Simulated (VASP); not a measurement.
A run of VASP 6.6.1:

Contents of INCAR:

```
SYSTEM = FeSi
PREC = Accurate
ENCUT = 520
EDIFF = 1E-6
ISMEAR = 0
SIGMA = 0.01
LREAL = .FALSE.
LASPH = .TRUE.
NELM = 80
ALGO = Normal
ISIF = 2
LWAVE = .FALSE.
LCHARG = .FALSE.
GGA = PE
IBRION = 2
NSW = 50
EDIFFG = -0.01
```

The input KPOINTS:

```
Automatic mesh
0
G
  8 8 8
  0 0 0
```

Contents of POSCAR:

```
FeSi
1.0
    4.5352068804      0.0000000000      0.0000000000
    0.0000000000      4.5352068804      0.0000000000
    0.0000000000      0.0000000000      4.5352068804
Fe Si
4 4
Direct
    0.1345070788      0.1345070788      0.1345070788
    0.3654929212      0.8654929212      0.6345070788
    0.6345070788      0.3654929212      0.8654929212
    0.8654929212      0.6345070788      0.3654929212
    0.8400466437      0.8400466437      0.8400466437
    0.6599533563      0.1599533563      0.3400466437
    0.3400466437      0.6599533563      0.1599533563
    0.1599533563      0.3400466437      0.6599533563
```

Potentials or basis: VASP PAW PBE potentials, release 64 (Fe, Si).

Launch:

```bash
$ cat potpaw_PBE.64/Fe/POTCAR potpaw_PBE.64/Si/POTCAR > POTCAR
$ mpirun -np 1 vasp_std > vasp.out
```

Hardware: 1 thread of AMD EPYC 9755 128-Core Processor (shared host).

Problem. Estimate the wall time of this run.

Solution. Wall time 8.7 min on 1 thread of AMD EPYC 9755 128-Core Processor, on a shared host, peak memory 0.24 GiB. Counts: scf iterations 27, k points 45, ion steps 4.
